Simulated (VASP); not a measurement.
Write the native input for VASP 6.6.1 that does the following.

```yaml
Task: single point
Functional: RPBE
Potentials_or_basis: VASP PAW PBE potentials, release 64 (Os)
Cutoff: 520 eV
k_mesh: 6 × 6 × 4
Occupations: fermi-dirac, width 0.05 eV
Spin: no spin polarisation
Dipole_correction: no
Further_INCAR_settings: ALGO = Normal; EDIFF = 1e-07; NBANDS = 15
```

The structure of Os lies in POSCAR:

```
Os
1.0
    2.7341000000      0.0000000000      0.0000000000
   -1.3670500000      2.3678000565      0.0000000000
    0.0000000000      0.0000000000      4.3197000000
Os
2
Direct
    0.6666666667      0.3333333333      0.7500000000
    0.3333333333      0.6666666667      0.2500000000
```

The input as run:

INCAR

```
PREC     = Accurate       # precision mode
ENCUT    = 520            # plane-wave cutoff, eV
EDIFF    = 1E-7           # SCF threshold, eV
ISMEAR   = -1             # smearing method
SIGMA    = 0.05           # smearing width, eV
LREAL    = F              # projectors in reciprocal space
LASPH    = T              # aspherical terms in the spheres
NELM     = 100            # most SCF steps
ALGO     = Normal         # electronic algorithm
ISIF     = 2              # what is computed and relaxed
LWAVE    = F              # write WAVECAR
LCHARG   = F              # write CHGCAR
GGA      = RP             # functional
NBANDS   = 15             # bands
```

KPOINTS

```
Automatic mesh
0
Gamma
  6 6 4
```

Potentials or basis: VASP PAW PBE potentials, release 64 (Os).

The run is started by

```console
$ cat potpaw_PBE.64/Os/POTCAR > POTCAR
$ mpirun -np 1 vasp_std > vasp.out
```

It gave:

```json
{
  "Pressure": "13.3 GPa",
  "Band gap on the k mesh": "zero (band 8 reaches 11.56 eV, above the bottom of band 9 at 7.98 eV)"
}
```

Caveat: the k points lie up to 0.44 Å⁻¹ apart; the PAW data sets were made with another functional, which shifts forces and pressure a little; spin-orbit coupling is left out, which moves the levels of the heavy elements.

It took 15 s on 1 thread of Intel(R) Xeon(R) Platinum 8375C CPU @ 2.90GHz (Ice Lake) (shared host), peak memory 0.13 GiB.
